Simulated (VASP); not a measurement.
A run of VASP 6.6.1 is set up as follows.

File INCAR:

```
SYSTEM = MgO
PREC     = Accurate       ! precision mode
ENCUT    = 600            ! plane-wave cutoff, eV
EDIFF    = 1E-6           ! SCF threshold, eV
ISMEAR   = 0              ! smearing method
SIGMA    = 0.15           ! smearing width, eV
LREAL    = .FALSE.        ! projectors in reciprocal space
LASPH    = .TRUE.         ! aspherical terms in the spheres
NELM     = 120            ! most SCF steps
ALGO     = Normal         ! electronic algorithm
ISIF     = 2              ! what is computed and relaxed
LWAVE    = .FALSE.        ! write WAVECAR
LCHARG   = .FALSE.        ! write CHGCAR
GGA      = PE             ! functional
NBANDS   = 11             ! bands
GGA_COMPAT= .FALSE.
```

Contents of KPOINTS:

```
regular mesh
0
G
  9 9 9
  0 0 0
```

The input POSCAR:

```
MgO
1.0
    0.0000000000      2.1080000000      2.1080000000
    2.1080000000      0.0000000000      2.1080000000
    2.1080000000      2.1080000000      0.0000000000
Mg O
1 1
Direct
    0.0000000000      0.0000000000      0.0000000000
    0.5000000000      0.5000000000      0.5000000000
```

Potentials or basis: VASP PAW PBE potentials, release 64 (Mg, O).

Command:

```bash
$ cat potpaw_PBE.64/Mg/POTCAR potpaw_PBE.64/O/POTCAR > POTCAR
$ mpirun -np 1 vasp_std > vasp.out
```

**Question.** Predict the band gap on the k mesh.

**Answer.** 4.70 eV, direct.

**Question.** What does it give for the pressure?

**Answer.** 3.2 GPa.

PBE gaps usually lie below the measured ones, often by a third to a half.
